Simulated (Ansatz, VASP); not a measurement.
## InGa5As6 in VASP and in Ansatz

INCAR

```
SYSTEM = InGa5As6
ALGO = Normal
EDIFF = 1E-7
EDIFFG = -0.04
ENCUT = 600
GGA = PE
IBRION = 2
ISIF = 3
ISMEAR = 0
LASPH = .True.
LCHARG = .False.
LREAL = .False.
LWAVE = .False.
NELM = 80
NSW = 90
PREC = Accurate
SIGMA = 0.1
```

KPOINTS

```
k-points
0
Gamma
  4 4 1
  0 0 0
```

The input POSCAR:

```
InGa5As6
1.0
    3.9500081000      0.0000000000      0.0000000000
    0.0000000000      3.9500081000      0.0000000000
    0.0000000000      0.0000000000     16.7584650800
In Ga As
1 5 6
Direct
    0.0000000000      0.0000000000      0.5000000000
    0.0000000000      0.0000000000      0.8333333300
    0.5000000000      0.5000000000      0.0000000000
    0.0000000000      0.0000000000      0.1666666700
    0.5000000000      0.5000000000      0.3333333300
    0.5000000000      0.5000000000      0.6666666700
    0.5000000000      0.0000000000      0.0833333300
    0.0000000000      0.5000000000      0.2500000000
    0.5000000000      0.0000000000      0.4166666700
    0.0000000000      0.5000000000      0.5833333300
    0.5000000000      0.0000000000      0.7500000000
    0.0000000000      0.5000000000      0.9166666700
```

Input for Ansatz:

```yaml
crystal:
  lattice:
    - [3.9500081, 0.0, 0.0]
    - [0.0, 3.9500081, 0.0]
    - [0.0, 0.0, 16.75846508]
  atoms:
    - { symbol: In, position: [0.0, 0.0, 0.5] }
    - { symbol: Ga, position: [0.0, 0.0, 0.83333333] }
    - { symbol: Ga, position: [0.5, 0.5, 0.0] }
    - { symbol: Ga, position: [0.0, 0.0, 0.16666667] }
    - { symbol: Ga, position: [0.5, 0.5, 0.33333333] }
    - { symbol: Ga, position: [0.5, 0.5, 0.66666667] }
    - { symbol: As, position: [0.5, 0.0, 0.08333333] }
    - { symbol: As, position: [0.0, 0.5, 0.25] }
    - { symbol: As, position: [0.5, 0.0, 0.41666667] }
    - { symbol: As, position: [0.0, 0.5, 0.58333333] }
    - { symbol: As, position: [0.5, 0.0, 0.75] }
    - { symbol: As, position: [0.0, 0.5, 0.91666667] }
basis:
  ecutwfc: 420
kpoints:
  mp_grid: { grid: [4, 4, 1] }
hamiltonian:
  xc: pbe
scf:
  occupations: { method: gaussian, width: 0.1 }
  lower_state_search: "off"
output:
  forces: true
  stress: true
  eigenvalues: true
relax:
  adjacent_minimum: "off"
  f_tol: 0.04
  max_steps: 70
  cell: { stress_tol: 0.4 }
```

Alike in both runs: task relaxation of cell and atoms; functional PBE; k mesh 4 × 4 × 1; occupations gaussian, width 0.1 eV; no spin polarisation.

```csv
,VASP,Ansatz
version,VASP 6.6.1,Ansatz 0.2.0
potentials or method,"VASP PAW PBE potentials, release 64 (In_d, Ga_d, As), cutoff 600 eV","scalar-relativistic, plane waves, PAW"
valence electrons in the cell,108,168
```

```csv
,VASP,Ansatz,Ansatz less VASP
"gap on the k mesh at the Fermi level, each at its own relaxed structure (eV)",none,none,-
relaxed volume (Å³/atom),24.87,24.86,-0.004
relaxed cell length with the largest relative difference (Å),17.326,17.335,+0.0088
```

A gap of «none» marks a metal or a gap that the smearing closes. VASP's potentials hold 108 valence electrons a cell and Ansatz's 168, so a difference there can come from the potentials and not from the codes.

The k mesh is coarse, so the values compare programs but aren't converged.
